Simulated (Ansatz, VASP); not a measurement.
## Two plane-wave programs on BPtF6

```
B F Pt
1.0
     4.78305    0.00000    0.00000
    -2.39153    4.14224    0.00000
    -2.39153    1.38075    4.25807
B F Pt
1 6 1
Direct
  0.50000 0.50000 0.50000
  0.28994 0.14905 0.71796
  0.85095 0.42292 0.71796
  0.57708 0.71006 0.71796
  0.71006 0.85095 0.28204
  0.14905 0.57708 0.28204
  0.42292 0.28994 0.28204
  0.00000 0.00000 0.00000
```

Alike in both runs: functional PBE; k mesh 5 × 5 × 5; occupations fermi-dirac, width 0.0476 eV; no spin polarisation; Hubbard terms Pt d U = 5.0 eV.

Ansatz relaxed the structure, and its values are those at the end. VASP's run is a single point on that final structure, the one shown.

|  | VASP | Ansatz |
| --- | --- | --- |
| version | VASP 6.6.1 | Ansatz 0.2.0 |
| potentials or method | VASP PAW PBE potentials, release 64 (B, F, Pt), cutoff 520 eV | PAW plane waves |
| valence electrons in the cell | 55 | 63 |

Ansatz gave:

```
gap on the k mesh at the Fermi level (eV) : none
pressure (GPa)                            : 0.0
rms of the force components (eV/Å)        : 0.001
```

Question: Which values does VASP return?

Answer: gap on the k mesh at the Fermi level (eV): none; pressure (GPa): -1.7; rms of the force components (eV/Å): 0.121.

The programs project onto different local orbitals, so the same U acts differently, and such runs can settle in different states. A gap of «none» marks a metal or a gap that the smearing closes. VASP's potentials hold 55 valence electrons a cell and Ansatz's 63, so a difference there can come from the potentials and not from the codes. Ansatz's warnings: filled band counts differ across k points, structure snapped to symmetry.

Neither program's run includes spin-orbit coupling.
